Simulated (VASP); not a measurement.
# Ta (Im-3m) in VASP: further runs

Runs on Ta. Level: r2SCAN. Tasks: relaxation of cell and atoms, single point.

Everything below comes from runs of VASP 6.6.1. Logs are shortened: lines on timing, memory, paths and dates and some standing lists are left out, and cuts for length are marked.

### Step 1. The cell of the first run

The structure is cubic, space group Im-3m (No. 229). Conventional cell: a = 3.303 Å, b = 3.303 Å, c = 3.303 Å, α = 90.00°, β = 90.00°, γ = 90.00°. Ta (site symmetry m-3m) has 14 Ta at 2.86 to 3.30 Å within 3.8 Å.

### Step 2. Relaxation of cell and atoms, r2SCAN

POSCAR

```
Ta
1.0
   -1.6512800000      1.6512800000      1.6512800000
    1.6512800000     -1.6512800000      1.6512800000
    1.6512800000      1.6512800000     -1.6512800000
Ta
1
Direct
    0.0000000000      0.0000000000      0.0000000000
```

INCAR.step1

```
SYSTEM = Ta
ALGO = Normal
EDIFF = 1E-4
ENCUT = 600
GGA = PE
ISMEAR = 0
LASPH = .True.
LCHARG = .False.
LREAL = .False.
LWAVE = .True.
NELM = 80
PREC = Accurate
SIGMA = 0.1
```

INCAR.step2

```
SYSTEM = Ta
ALGO = Normal
EDIFF = 1E-6
EDIFFG = -0.005
ENCUT = 600
IBRION = 2
ISIF = 3
ISMEAR = 0
ISTART = 1
LASPH = .True.
LCHARG = .False.
LMIXTAU = .True.
LREAL = .False.
LWAVE = .False.
METAGGA = R2SCAN
NELM = 80
NSW = 100
PREC = Accurate
SIGMA = 0.1
```

KPOINTS

```
k-points
0
Gamma
  18 18 18
  0 0 0
```

Potentials or basis: VASP PAW PBE potentials, release 64 (Ta_pv).

Started as:

```bash
$ cat potpaw_PBE.64/Ta_pv/POTCAR > POTCAR
$ cp INCAR.step1 INCAR
$ mpirun -np 1 vasp_std > vasp.out
$ cp INCAR.step2 INCAR
$ mpirun -np 1 vasp_std > vasp.out
```

OUTCAR:

```text
SYSTEM = Ta
   EDIFF = 1E-6
   EDIFFG = -0.005
   ENCUT = 600
   IBRION = 2
   ISIF = 3
   ISMEAR = 0
   ISTART = 1
   LASPH = .True.
   LREAL = .False.
   METAGGA = R2SCAN
   NELM = 80
   NSW = 100
   PREC = Accurate

 ion  position               nearest neighbor table
   1  0.000  0.000  0.000-

  LATTYP: Found a body centered cubic cell.
 ALAT       =     3.3025600000

  Lattice vectors:

 A1 = (  -1.6512800000,   1.6512800000,   1.6512800000)
 A2 = (   1.6512800000,  -1.6512800000,   1.6512800000)
 A3 = (   1.6512800000,   1.6512800000,  -1.6512800000)

Analysis of symmetry for initial positions (statically):
=====================================================================
 Subroutine PRICEL returns:
 Original cell was already a primitive cell.

 Routine SETGRP: Setting up the symmetry group for a
 body centered cubic supercell.

 Subroutine GETGRP returns: Found 48 space group operations
 (whereof 48 operations were pure point group operations)
 out of a pool of 48 trial point group operations.

The static configuration has the point symmetry O_h .

Analysis of symmetry for dynamics (positions and initial velocities):
=====================================================================
 Subroutine PRICEL returns:
 Original cell was already a primitive cell.

 Routine SETGRP: Setting up the symmetry group for a
 body centered cubic supercell.

 Subroutine GETGRP returns: Found 48 space group operations
 (whereof 48 operations were pure point group operations)
 out of a pool of 48 trial point group operations.

The dynamic configuration has the point symmetry O_h .

 Subroutine INISYM returns: Found 48 space group operations
 (whereof 48 operations are pure point group operations),
 and found     1 'primitive' translations

----------------------------------------------------------------------------------------

                                     Primitive cell

  volume of cell :      18.0104

  direct lattice vectors                    reciprocal lattice vectors
    -1.651280000  1.651280000  1.651280000     0.000000000  0.302795407  0.302795407
     1.651280000 -1.651280000  1.651280000     0.302795407  0.000000000  0.302795407
     1.651280000  1.651280000 -1.651280000     0.302795407  0.302795407  0.000000000

  length of vectors
     2.860100858  2.860100858  2.860100858     0.428217371  0.428217371  0.428217371

  position of ions in fractional coordinates (direct lattice)
     0.000000000  0.000000000  0.000000000

  ion indices of the primitive-cell ions
   primitive index   ion index
                 1           1

----------------------------------------------------------------------------------------

 KPOINTS: k-points

Automatic generation of k-mesh.
 Grid dimensions read from file:
 generate k-points for:   18   18   18

 Generating k-lattice:

  Cartesian coordinates                     Fractional coordinates (reciprocal lattice)
     0.000000000  0.016821967  0.016821967     0.055555556  0.000000000  0.000000000
     0.016821967  0.000000000  0.016821967     0.000000000  0.055555556  0.000000000
     0.016821967  0.016821967  0.000000000     0.000000000  0.000000000  0.055555556

  Length of vectors
     0.023789854  0.023789854  0.023789854

  Shift w.r.t. Gamma in fractional coordinates (k-lattice)
     0.000000000  0.000000000  0.000000000

 Subroutine IBZKPT returns following result:
 ===========================================

 Found    195 irreducible k-points:

 Following reciprocal coordinates:
            Coordinates               Weight
  0.000000  0.000000  0.000000      1.000000
  0.055556  0.000000  0.000000     12.000000
  0.111111  0.000000  0.000000     12.000000
  0.166667  0.000000  0.000000     12.000000
  0.222222  0.000000  0.000000     12.000000
  0.277778  0.000000  0.000000     12.000000
[... 16 lines left out ...]
  0.333333  0.111111  0.000000     48.000000
  0.388889  0.111111  0.000000     48.000000
 [... further k-points ...]
   k-points           NKPTS =    195   k-points in BZ     NKDIM =    195   number of bands    NBANDS=      9
   number of dos      NEDOS =    301   number of ions     NIONS =      1
   total plane-waves  NPLWV =  13824
   dimension x,y,z NGX =    24 NGY =   24 NGZ =   24
   dimension x,y,z NGXF=    48 NGYF=   48 NGZF=   48
   ions per type =               1
   NGX,Y,Z   is equivalent  to a cutoff of  13.95, 13.95, 13.95 a.u.
   NGXF,Y,Z  is equivalent  to a cutoff of  27.90, 27.90, 27.90 a.u.
 SYSTEM =  Ta
   PREC   = accura    normal or accurate (medium, high low for compatibility)
   ISTART =      1    job   : 0-new  1-cont  2-samecut
   ICHARG =      0    charge: 1-file 2-atom 10-const
   ISPIN  =      1    spin polarized calculation?
   LNONCOLLINEAR =      F non collinear calculations
   LSORBIT =      F    spin-orbit coupling
   LASPH  =      T    aspherical Exc in radial PAW
   ENCUT  =  600.0 eV  44.10 Ry    6.64 a.u.   5.71  5.71  5.71*2*pi/ulx,y,z
   NELM   =     80;   NELMIN=  2; NELMDL=  0     # of ELM steps
   EDIFF  = 0.1E-05   stopping-criterion for ELM
   LREAL  =      F    real-space projection
   EDIFFG = -.5E-02   stopping-criterion for IOM
   NSW    =    100    number of steps for IOM
   IBRION =      2    ionic relax: 0-MD 1-quasi-New 2-CG
   NFREE  =      1    steps in history (QN), initial steepest desc. (CG)
   ISIF   =      3    stress and relaxation
   ISYM   =      2    0-nonsym 1-usesym 2-fastsym
   POTIM  = 0.5000    time-step for ionic-motion
   TEBEG  =    0.0;   TEEND  =   0.0 temperature during run
   PSTRESS=    0.0 pullay stress
   NELECT =      11.0000    total number of electrons
   NUPDOWN=      -1.0000    fix difference up-down
   EMIN   =  10.00;   EMAX   =-10.00  energy-range for DOS
   EFERMI =   0.00;   METHOD = LEGACY
   ISMEAR =     0;   SIGMA  =   0.10  broadening in eV -4-tet -1-fermi 0-gaus
   EFERMI_NEDOS =   21; number of points for ismear=-14 and -15
   IALGO  =     38    algorithm
   IMIX   =      4    mixing-type and parameters
     AMIX     =   0.40;   BMIX     =  1.00
     AMIX_MAG =   1.60;   BMIX_MAG =  1.00
  volume/ion in A,a.u.               =      18.01       121.54
  Fermi-wavevector in a.u.,A,eV,Ry     =   1.388988  2.624806 26.249534  1.929286
  Thomas-Fermi vector in A             =   2.513061
   LORBIT       =      0    0 simple, 1 ext, 2 COOP (PROOUT), +10 PAW based schemes
   METAGGA = R2SCAN    functional components
   LHFCALC =     F    Hartree Fock is set to
   AEXX    =    0.0000 exact exchange contribution
   IVDW    =     0    specifies the selected vdW correction
   LEPSILON=     F    determine dielectric tensor
   LRPA    =     F    only Hartree local field effects (RPA)
 conjugate gradient relaxation of ions
 non-spin polarized calculation
 Gauss-broadening in eV      SIGMA  =   0.10
  energy-cutoff  :      600.00
  volume of cell :       18.01
 maximum number of plane-waves:       619
   NGX = 11   NGY = 11   NGZ = 11

--------------------------------------- Ionic step        1  -------------------------------------------

 number of electron      11.0000002 magnetization

 Free energy of the ion-electron system (eV)
  ---------------------------------------------------
  ext. energy  EPLUGINS =         0.00000000
  ---------------------------------------------------
  free energy    TOTEN  =       -48.58315639 eV

  energy without entropy =      -48.57765682  energy(sigma->0) =      -48.58040660

------------------------ aborting loop because EDIFF is reached ----------------------------------------

  FORCE on cell =-STRESS in cart. coord.  units (eV):
  Direction    XX          YY          ZZ          XY          YZ          ZX
  --------------------------------------------------------------------------------------
  -------------------------------------------------------------------------------------
  Total        0.1110803      0.1110803      0.1110803     -0.0000000      0.0000000     -0.0000000
  in kB        9.8815617      9.8815617      9.8815617     -0.0000000      0.0000000     -0.0000000
  external PRESSURE =       9.8815617 kB  Pullay stress =       0.0000000 kB

 VOLUME and BASIS-vectors are now :
 -----------------------------------------------------------------------------
  energy-cutoff  :      600.00
  volume of cell :       18.01
      direct lattice vectors                 reciprocal lattice vectors
    -1.651280000  1.651280000  1.651280000     0.000000000  0.302795407  0.302795407
     1.651280000 -1.651280000  1.651280000     0.302795407  0.000000000  0.302795407
     1.651280000  1.651280000 -1.651280000     0.302795407  0.302795407  0.000000000
[... 36 lines left out ...]
 POSITION                                       TOTAL-FORCE (eV/Angst)
 -----------------------------------------------------------------------------------
      0.00000      0.00000      3.32026         0.000000      0.000000     -0.000000
 -----------------------------------------------------------------------------------
    total drift:                               -0.000000      0.000000      0.000000

  FREE ENERGIE OF THE ION-ELECTRON SYSTEM (eV)
  ---------------------------------------------------
  free  energy   TOTEN  =       -48.5819780283 eV

  energy  without entropy=      -48.5762361275  energy(sigma->0) =      -48.57910708

--------------------------------------- Ionic step        3  -------------------------------------------

 number of electron      11.0000002 magnetization

 Free energy of the ion-electron system (eV)
  ---------------------------------------------------
  ext. energy  EPLUGINS =         0.00000000
  ---------------------------------------------------
  free energy    TOTEN  =       -48.58341934 eV

  energy without entropy =      -48.57785876  energy(sigma->0) =      -48.58063905

 E-fermi :   5.2867     XC(G=0): -13.7434

 val. band max:        5.2774216766   @ k =   0.3333   0.1111   0.0000
 cond. band min:       5.3218437356   @ k =   0.1111   0.1111   0.0000
 fundamental gap:      0.0444220591
 Fermi energy:         5.2867195977

 k-point     1 :       0.0000    0.0000    0.0000
  band No.  band energies     occupation
      1     -28.9547      2.00000
      2     -28.9547      2.00000
      3     -28.9547      2.00000
      4      -3.0243      2.00000
      5       6.1287      0.00000
      6       6.1287      0.00000
      7       6.1287      0.00000
      8       9.6011      0.00000
      9       9.6011      0.00000

 k-point     2 :       0.0556    0.0000    0.0000
  band No.  band energies     occupation
      1     -28.9948      2.00000
      2     -28.9669      2.00000
      3     -28.9550      2.00000
      4      -2.8806      2.00000
      5       6.0333      0.00000
      6       6.1000      0.00000
      7       6.2679      0.00000
      8       9.4438      0.00000
      9       9.6000      0.00000
[... 253 lines left out ...]
 k-point    24 :       0.3889    0.1111    0.0000
  band No.  band energies     occupation
      1     -30.0957      2.00000
      2     -29.3775      2.00000
      3     -29.0158      2.00000
      4       1.1505      2.00000
      5       3.8494      2.00000
      6       5.8371      0.00000
      7       9.3133      0.00000
      8      10.6526      0.00000
      9      13.4361      0.00000

 [... further k-points ...]
[... 5 lines left out ...]
  --------------------------------------------------------------------------------------
  -------------------------------------------------------------------------------------
  Total        0.0011782      0.0011782      0.0011782     -0.0000000      0.0000000      0.0000000
  in kB        0.1043112      0.1043112      0.1043112     -0.0000000      0.0000000      0.0000000
  external PRESSURE =       0.1043112 kB  Pullay stress =       0.0000000 kB

 VOLUME and BASIS-vectors are now :
 -----------------------------------------------------------------------------
  energy-cutoff  :      600.00
  volume of cell :       18.10
      direct lattice vectors                 reciprocal lattice vectors
    -1.653919110  1.653919110  1.653919110     0.000000000  0.302312245  0.302312245
     1.653919110 -1.653919110  1.653919110     0.302312245  0.000000000  0.302312245
     1.653919110  1.653919110 -1.653919110     0.302312245  0.302312245  0.000000000

 POSITION                                       TOTAL-FORCE (eV/Angst)
 -----------------------------------------------------------------------------------
      0.00000      0.00000     -0.00000        -0.000000      0.000000      0.000000
 -----------------------------------------------------------------------------------
    total drift:                                0.000000      0.000000      0.000000

  FREE ENERGIE OF THE ION-ELECTRON SYSTEM (eV)
  ---------------------------------------------------
  free  energy   TOTEN  =       -48.5834193386 eV

  energy  without entropy=      -48.5778587634  energy(sigma->0) =      -48.58063905

 reached required accuracy - stopping structural energy minimisation
```

Wall time 84 s (1 thread of Intel Xeon 6975P-C (Granite Rapids), shared host); peak memory 0.18 GiB.

Results:

```yaml
Free_energy: -48.5834 eV
Relaxed_volume: 18.10 Å³/atom
Relaxed_cell: a = 2.865 Å, b = 2.865 Å, c = 2.865 Å, α = 109.47°, β = 109.47°, γ = 109.47°
Space_group_after_relaxing_to_0.05_Å: Im-3m (No. 229)
Energy_gained_by_relaxing: 0.3 meV/atom
Ionic_steps: 3
Pressure_after_relaxing: 0.0 GPa
```

Step by step:
```tsv
step	energy change (eV)	largest force (eV/Å)	pressure (GPa)	volume (Å³)
1	0.0000	0.0000	0.99	18.01
2	0.0012	0.0000	-2.23	18.30
3	-0.0003	0.0000	0.01	18.10
```

Final structure:
```yaml
crystal:
  lattice:
    - [-1.65392, 1.65392, 1.65392]
    - [1.65392, -1.65392, 1.65392]
    - [1.65392, 1.65392, -1.65392]
  atoms:
    - { symbol: Ta, position: [0.00000, 0.00000, 0.00000] }
```

Levels at points of the mesh, in eV from the Fermi level:
| k point | band 3 | band 4 | band 5 | band 6 | band 7 | band 8 | band 9 |
| --- | --- | --- | --- | --- | --- | --- | --- |
| (0.00, 0.00, 0.00) | -34.24 | -8.31 | 0.84 | 0.84 | 0.84 | 4.31 | 4.31 |
| (0.50, 0.00, 0.00) | -34.25 | -4.54 | -1.55 | 1.45 | 4.18 | 5.24 | 8.04 |
| (0.50, 0.50, 0.50) | -35.08 | -3.92 | -3.92 | 7.08 | 7.08 | 7.08 | 8.97 |

Caveat: the PAW data sets were made with another functional, which shifts forces and pressure a little; spin-orbit coupling is left out, which moves the levels of the heavy elements. Zero-point motion and thermal expansion aren't in these numbers.

(Part 1 of 2 ends here.)
